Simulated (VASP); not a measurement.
# CuO (Cc) in VASP: settings compared, part 3 of 3

VASP 6.6.1. Earlier steps stand in the parts before.

## 5. Single point, PBEsol

INCAR

```
PREC = Accurate ; ENCUT = 700
EDIFF = 1E-6 ; ISMEAR = -1
SIGMA = 0.05 ; LREAL = False
LASPH = True ; NELM = 120
ALGO = Normal ; ISIF = 2
LWAVE = False ; LCHARG = False
GGA = PS ; NBANDS = 33
GGA_COMPAT = False
```

KPOINTS

```
regular mesh
0
Gamma
  6 6 3
```

POSCAR

```
CuO
1.0
    2.3446497600     -1.7133998200      0.0000000000
    2.3446497600      1.7133998200      0.0000000000
   -0.8605499100      0.0000000000      5.0594394800
Cu O
2 2
Direct
    0.0032000000      0.4968000000      0.0000000000
    0.4968000000      0.0032000000      0.5000000000
    0.5714000000      0.4056000000      0.2537000000
    0.4056000000      0.5714000000      0.7537000000
```

Run with:

```bash
$ cat potpaw_PBE.64/Cu_sv_GW/POTCAR potpaw_PBE.64/O/POTCAR > POTCAR
$ mpirun -np 1 vasp_std > vasp.out
```

Run time: 40 s. Hardware: 1 thread of Intel Xeon 6975P-C (Granite Rapids), shared host; peak memory 0.23 GiB.

The run converged. Its results:

- Free energy: -21.4667 eV
- Pressure: -5.4 GPa
- Largest force: 0.738 eV/Å
- Band gap on the k mesh: zero (band 25 reaches 5.76 eV, above the bottom of band 26 at 5.30 eV)

Forces in eV/Å, atoms in the order of the input:
```
Cu  -0.579  0.330  0.230
Cu  -0.579 -0.330  0.230
O    0.579  0.396 -0.230
O    0.579 -0.396 -0.230
```

Stress tensor (GPa, compression positive):
```
-6.17  0.00 -1.01
 0.00 -3.23  0.00
-1.01  0.00 -6.91
```

Levels at points of the mesh, in eV from the Fermi level:
| k point | band 21 | band 22 | band 23 | band 24 | band 25 | band 26 | band 27 | band 28 | band 29 | band 30 |
| --- | --- | --- | --- | --- | --- | --- | --- | --- | --- | --- |
| (0.00, 0.00, 0.00) | -2.33 | -2.22 | -2.14 | -1.65 | 0.20 | 0.90 | 1.59 | 5.84 | 8.03 | 13.15 |
| (0.50, 0.00, 0.00) | -2.05 | -1.60 | -1.50 | -1.40 | -0.06 | 0.27 | 4.71 | 6.13 | 6.83 | 10.92 |
| (0.50, 0.50, 0.00) | -2.13 | -2.13 | -1.69 | -1.22 | -0.66 | 1.05 | 3.18 | 6.87 | 8.39 | 9.85 |

Caveat: the k points lie up to 0.41 Å⁻¹ apart; the PAW data sets were made with another functional, which shifts forces and pressure a little; semilocal functionals often make such compounds metallic where correlation or magnetic order opens a gap, which also shifts bond lengths. With open d or f shells a metallic result of PBEsol can be an artefact of self-interaction; +U or a hybrid may open a gap.

## 6. Single point, BLYP

INCAR

```
PREC = Accurate
ENCUT = 700
EDIFF = 1E-6
ISMEAR = -1
SIGMA = 0.05
LREAL = F
LASPH = T
NELM = 120
ALGO = Normal
ISIF = 2
LWAVE = F
LCHARG = F
GGA = B5
ALDAX = 1.0
AGGAX = 1.0
AGGAC = 1.0
ALDAC = 0.0
NBANDS = 33
GGA_COMPAT = F
```

KPOINTS

```
Automatic mesh
0
Gamma
  6 6 3
```

POSCAR is that of step 5.

Potentials or basis: VASP PAW PBE potentials, release 64 (Cu_sv_GW, O).

Run with:

```bash
$ cat potpaw_PBE.64/Cu_sv_GW/POTCAR potpaw_PBE.64/O/POTCAR > POTCAR
$ mpirun -np 1 vasp_std > vasp.out
```

It took 1.9 min on 1 thread of AMD EPYC 9R45 (Zen 5), shared host; peak memory 0.18 GiB.

It converged, with:

```
Free energy            : -17.9987 eV
Pressure               : 9.9 GPa
Largest force          : 0.794 eV/Å
Band gap on the k mesh : zero (band 25 reaches 6.24 eV, above the bottom of band 26 at 5.78 eV)
```

Forces on the atoms (eV/Å):
```
Cu  -0.646  0.381  0.262
Cu  -0.646 -0.381  0.262
O    0.646  0.241 -0.262
O    0.646 -0.241 -0.262
```

Stress tensor (GPa, compression positive):
```
 9.51  0.00 -1.93
 0.00 10.23  0.00
-1.93  0.00 10.08
```

Levels at points of the mesh, in eV from the Fermi level:
```
           k point  band 22  band 23  band 24  band 25  band 26  band 27  band 28  band 29
(0.00, 0.00, 0.00)    -2.31    -2.22    -1.75     0.18     0.88     1.81     6.28     8.12
(0.50, 0.00, 0.00)    -1.67    -1.56    -1.47    -0.05     0.26     4.96     6.41     6.94
(0.50, 0.50, 0.00)    -2.19    -1.70    -1.31    -0.72     1.03     3.54     7.02     8.57
```

Caveat: the k points lie up to 0.41 Å⁻¹ apart; the PAW data sets were made with another functional, which shifts forces and pressure a little; semilocal functionals often make such compounds metallic where correlation or magnetic order opens a gap, which also shifts bond lengths.

## 7. The runs side by side

| level | cell | k mesh | gap on the mesh (eV) | pressure (GPa) | largest force (eV/Å) |
| --- | --- | --- | --- | --- | --- |
| RPBE | a = 2.904, b = 2.904, c = 5.132 Å, angles 97.8, 97.8, 72.3°, 4 atoms | 6 × 6 × 3 | none | 8.3 | 0.77 |
| RPBE | a = 2.865, b = 2.865, c = 5.063 Å, angles 97.8, 97.8, 72.3°, 4 atoms | 10 × 10 × 5 | none | 16.8 | 0.92 |
| RPBE | a = 2.904, b = 2.904, c = 5.132 Å, angles 97.8, 97.8, 72.3°, 4 atoms | 10 × 10 × 5 | none | 8.3 | 0.79 |
| PBEsol | a = 2.904, b = 2.904, c = 5.132 Å, angles 97.8, 97.8, 72.3°, 4 atoms | 6 × 6 × 3 | none | -5.4 | 0.74 |
| BLYP | a = 2.904, b = 2.904, c = 5.132 Å, angles 97.8, 97.8, 72.3°, 4 atoms | 6 × 6 × 3 | none | 9.9 | 0.79 |

Alike in all rows: task single point; potentials or basis VASP PAW PBE potentials, release 64 (Cu_sv_GW, O); no spin polarisation; cutoff (eV) 700; smearing fermi-dirac 0.05 eV.

Caveats: some runs use coarse meshes; the PAW data sets were made with another functional, which shifts forces and pressure a little; semilocal functionals often make such compounds metallic where correlation or magnetic order opens a gap, which also shifts bond lengths.

Absolute energies hang on the potentials; compare differences alone.
